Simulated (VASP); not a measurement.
# ScHg3 in VASP: a series of runs, part 2 of 2

VASP 6.6.1. The steps go on from the part before.

## Step 3: Single point, PBE

This run uses another cell than the first one, of 29.11 Å³/atom, 1.089 times its volume.

File INCAR:

```
SYSTEM = ScHg3
ALGO = Normal
EDIFF = 1E-7
ENCUT = 520
GGA = PE
ISIF = 2
ISMEAR = 1
LASPH = .True.
LCHARG = .True.
LELF = .True.
LREAL = .False.
LVHAR = .True.
LWAVE = .False.
NBANDS = 57
NELM = 60
PREC = Accurate
SIGMA = 0.15
```

File KPOINTS:

```
k-points
0
Gamma
  3 3 3
  0 0 0
```

File POSCAR:

```
ScHg3
1.0
    6.2889980000      2.1528370000      2.2529250000
   -0.2619340000      5.8659100000      0.7564290000
   -0.7662880000     -0.6289260000      5.8906630000
Hg Sc
6 2
Direct
    0.5679258190      0.6951941781      0.7914718067
    0.7165829333      0.1018797243      0.6343044267
    0.0662422818      0.4737783190      0.3437348983
    0.1917558698      0.5868563495      0.7794949814
    0.9070836864      0.3260681071      0.9302548989
    0.1892139321     -0.0060240345      0.5121768053
    0.7886069695      0.8783949490      0.1583492776
    0.4917291514      0.5065150588      0.3010488670
```

Potentials or basis: VASP PAW PBE potentials, release 64 (Hg, Sc_sv).

Started as:

```sh
$ cat potpaw_PBE.64/Hg/POTCAR potpaw_PBE.64/Sc_sv/POTCAR > POTCAR
$ mpirun -np 1 vasp_std > vasp.out
```

OUTCAR:

```text
SYSTEM = ScHg3
   EDIFF = 1E-7
   ENCUT = 520
   GGA = PE
   ISIF = 2
   ISMEAR = 1
   LASPH = .True.
   LREAL = .False.
   NELM = 60
   PREC = Accurate

 ion  position               nearest neighbor table
   1  0.568  0.695  0.791-   4 2.91   5 2.92   2 2.97   8 3.23   7 3.27   8 3.35   6 3.38   2 3.45

   2  0.717  0.102  0.634-   5 2.95   1 2.97   7 3.07   6 3.14   8 3.27   7 3.42   1 3.45
   3  0.066  0.474  0.344-   6 2.91   7 2.91   8 3.02   4 3.04   5 3.12   4 3.44   6 3.65   5 3.66

   4  0.192  0.587  0.779-   6 2.85   5 2.90   1 2.91   3 3.04   8 3.20   7 3.34   3 3.44
   5  0.907  0.326  0.930-   4 2.90   1 2.92   2 2.95   3 3.12   6 3.20   7 3.22   8 3.25   7 3.38
                             3 3.66
   6  0.189  0.994  0.512-   4 2.85   3 2.91   2 3.14   8 3.16   5 3.20   1 3.38   3 3.65
   7  0.789  0.878  0.158-   3 2.91   2 3.07   5 3.22   1 3.27   4 3.34   5 3.38   2 3.42
   8  0.492  0.507  0.301-   3 3.02   6 3.16   4 3.20   1 3.23   5 3.25   2 3.27   1 3.35

  LATTYP: Found a triclinic cell.
 ALAT       =     7.0186803637
 B/A-ratio  =     0.8435030416
 C/A-ratio  =     0.8510853610
 COS(alpha) =     0.0273538380
[... 190 lines left out ...]
 Fermi energy:         2.0427684996

 k-point     1 :       0.0000    0.0000    0.0000
  band No.  band energies     occupation
      1     -48.6739      2.00000
      2     -48.6599      2.00000
      3     -27.3252      2.00000
      4     -27.3211      2.00000
      5     -27.2631      2.00000
      6     -27.2556      2.00000
[... 829 lines left out ...]
     56       3.7353     -0.00000
     57       4.0071     -0.00000

------------------------ aborting loop because EDIFF is reached ----------------------------------------

  FORCE on cell =-STRESS in cart. coord.  units (eV):
  Direction    XX          YY          ZZ          XY          YZ          ZX
  --------------------------------------------------------------------------------------
  -------------------------------------------------------------------------------------
  Total       -4.0534039     -1.7551163     -5.2034144      0.1386992     -0.3215187      2.0529386
  in kB      -27.8874399    -12.0752095    -35.7995185      0.9542515     -2.2120503     14.1242281
  external PRESSURE =     -25.2540559 kB  Pullay stress =       0.0000000 kB

 VOLUME and BASIS-vectors are now :
 -----------------------------------------------------------------------------
  energy-cutoff  :      520.00
  volume of cell :      232.87
      direct lattice vectors                 reciprocal lattice vectors
     6.288998000  2.152837000  2.252925000     0.150423711  0.004136660  0.020009554
    -0.261934000  5.865910000  0.756429000    -0.060541469  0.166496409  0.009900705
    -0.766288000 -0.628926000  5.890663000    -0.049756372 -0.022962152  0.160836021

 POSITION                                       TOTAL-FORCE (eV/Angst)
 -----------------------------------------------------------------------------------
      2.78309      4.80282      6.46765        -0.116328      0.259120      0.118551
      3.99384      1.74137      5.42795        -0.225263      0.165535     -0.561996
      0.02910      2.70557      2.53245        -0.157138     -0.015319     -0.174412
      0.45492      3.36502      5.46767        -0.066868     -0.332294      0.454422
      4.90640      3.28043      7.77006        -0.144601     -0.455475      0.608488
      0.53714      5.91580      4.19522         0.489750      0.320479     -0.370524
      4.60813      6.75074      3.37390         0.074894      0.061624     -0.270972
      2.72912      3.84045      3.26435         0.145552     -0.003670      0.196443
 -----------------------------------------------------------------------------------
    total drift:                                0.000420      0.000006      0.000521

  FREE ENERGIE OF THE ION-ELECTRON SYSTEM (eV)
  ---------------------------------------------------
  free  energy   TOTEN  =       -12.9904712095 eV

  energy  without entropy=      -12.9842491494  energy(sigma->0) =      -12.98839719
```

OSZICAR:

```text
N       E                     dE             d eps       ncg     rms          rms(c)
DAV:   1     0.118630891949E+04    0.11863E+04   -0.43144E+04  1620   0.161E+03
DAV:   2     0.115935103150E+03   -0.10704E+04   -0.10486E+04  1604   0.477E+02
DAV:   3    -0.744521250703E+01   -0.12338E+03   -0.11748E+03  2303   0.154E+02
DAV:   4    -0.152968030107E+02   -0.78516E+01   -0.77389E+01  2456   0.456E+01
DAV:   5    -0.153967559151E+02   -0.99953E-01   -0.99520E-01  2288   0.553E+00    0.106E+01
DAV:   6    -0.132899820425E+02    0.21068E+01   -0.90816E+00  2432   0.153E+01    0.563E+00
DAV:   7    -0.130807472221E+02    0.20923E+00   -0.21340E+00  2552   0.718E+00    0.503E+00
DAV:   8    -0.129974254787E+02    0.83322E-01   -0.47162E-01  2440   0.346E+00    0.212E+00
DAV:   9    -0.129947602519E+02    0.26652E-02   -0.91874E-02  2304   0.176E+00    0.463E-01
DAV:  10    -0.129914138762E+02    0.33464E-02   -0.15226E-02  2472   0.749E-01    0.272E-01
DAV:  11    -0.129905739840E+02    0.83989E-03   -0.76157E-03  2488   0.470E-01    0.128E-01
DAV:  12    -0.129904573947E+02    0.11659E-03   -0.13817E-03  2480   0.193E-01    0.256E-02
DAV:  13    -0.129904700125E+02   -0.12618E-04   -0.57441E-05  2120   0.419E-02    0.886E-03
DAV:  14    -0.129904708422E+02   -0.82972E-06   -0.51086E-06  2104   0.112E-02    0.272E-03
DAV:  15    -0.129904712097E+02   -0.36743E-06   -0.76253E-07  1728   0.485E-03    0.152E-03
DAV:  16    -0.129904712095E+02    0.19463E-09   -0.23718E-07  1504   0.324E-03
   1 F= -.12990471E+02 E0= -.12988397E+02  d E =-.622206E-02
```

Run time: 5.8 min. Hardware: 1 thread of Oxide Virtual Turin-like, shared host; peak memory 0.39 GiB.

What came out:

```
Free energy            : -12.9905 eV
Pressure               : -2.5 GPa
Largest force          : 0.774 eV/Å
Band gap on the k mesh : zero (band 47 reaches 2.12 eV, above the bottom of band 48 at 2.01 eV)
```

Forces in eV/Å, atoms in the order of the input:
```
Hg  -0.116  0.259  0.119
Hg  -0.225  0.166 -0.562
Hg  -0.157 -0.015 -0.174
Hg  -0.067 -0.332  0.454
Hg  -0.145 -0.455  0.608
Hg   0.490  0.320 -0.371
Sc   0.075  0.062 -0.271
Sc   0.146 -0.004  0.196
```

Stress tensor (GPa, compression positive):
```
-2.79  0.10  1.41
 0.10 -1.21 -0.22
 1.41 -0.22 -3.58
```

Caveat: the k points lie up to 0.37 Å⁻¹ apart; spin-orbit coupling is left out, which moves the levels of the heavy elements.

## Step 4: Single point, PBE

This run uses another cell than the first one, of 30.92 Å³/atom, 1.157 times its volume.

File INCAR:

```
ALGO = Normal
EDIFF = 1E-7
ENCUT = 520
GGA = PE
ISIF = 2
ISMEAR = 1
LASPH = True
LCHARG = False
LREAL = False
LWAVE = False
NBANDS = 57
NELM = 60
PREC = Accurate
SIGMA = 0.15
```

File KPOINTS:

```
k-points
0
Gamma
  3 3 3
```

File POSCAR:

```
ScHg3
1.0
    6.4171200000      2.1966960000      2.2988220000
   -0.2672700000      5.9854130000      0.7718390000
   -0.7818990000     -0.6417390000      6.0106700000
Hg Sc
6 2
Direct
    0.5631778144      0.7024432075      0.7931825217
    0.7190377465      0.1037172454      0.6304944698
    0.0708020977      0.4706975451      0.3471627718
    0.1968047546      0.5854005137      0.7793854851
    0.9007045998      0.3209354610      0.9351784319
    0.1995678443     -0.0110409544      0.5006742823
    0.8308908574      0.8335357524      0.1461892627
    0.4785079354      0.5308506860      0.3073010444
```

Started as:

```sh
$ cat potpaw_PBE.64/Hg/POTCAR potpaw_PBE.64/Sc_sv/POTCAR > POTCAR
$ mpirun -np 1 vasp_std > vasp.out
```

Wall time 7 min (1 thread of Oxide Virtual Turin-like, shared host); peak memory 0.39 GiB.

The run converged. Its results:

```yaml
Free_energy: -12.7066 eV
Pressure: -3.3 GPa
Largest_force: 0.840 eV/Å
Band_gap_on_the_k_mesh: zero (band 47 reaches 1.85 eV, above the bottom of band 48 at 1.68 eV)
```

Forces on the atoms (eV/Å):
```
Hg   0.092  0.159  0.180
Hg  -0.082  0.048 -0.555
Hg   0.145 -0.394  0.175
Hg  -0.180 -0.360  0.358
Hg  -0.140 -0.251  0.473
Hg   0.228  0.310 -0.277
Sc  -0.386  0.516 -0.539
Sc   0.324 -0.028  0.186
```

Stress tensor (GPa, compression positive):
```
-3.38 -0.29  1.25
-0.29 -2.26 -0.50
 1.25 -0.50 -4.23
```

Levels at points of the mesh, in eV from the Fermi level:
```
           k point  band 44  band 45  band 46  band 47  band 48  band 49  band 50  band 51
(0.00, 0.00, 0.00)    -1.83    -0.93    -0.72    -0.43    -0.04     0.06     0.25     0.43
```

Caveat: the k points lie up to 0.36 Å⁻¹ apart; spin-orbit coupling is left out, which moves the levels of the heavy elements.

## Step 5: The runs side by side

```csv
cell,gap on the mesh (eV),pressure (GPa),largest force (eV/Å)
"a = 6.822, b = 5.754, c = 5.806 Å, angles 88.4, 80.3, 72.2°, 8 atoms",none,1.7,1.26
"a = 7.019, b = 5.920, c = 5.973 Å, angles 88.4, 80.3, 72.2°, 8 atoms",none,-2.5,0.77
"a = 7.162, b = 6.041, c = 6.095 Å, angles 88.4, 80.3, 72.2°, 8 atoms",none,-3.3,0.84
```

Alike in all rows: task single point; level PBE; potentials or basis VASP PAW PBE potentials, release 64 (Hg, Sc_sv); no spin polarisation; k mesh 3 × 3 × 3; cutoff (eV) 520; smearing methfessel-paxton 0.15 eV.

Caveats: all runs use coarse meshes; spin-orbit coupling is left out, which moves the levels of the heavy elements.

Absolute energies hang on the potentials; compare differences alone.
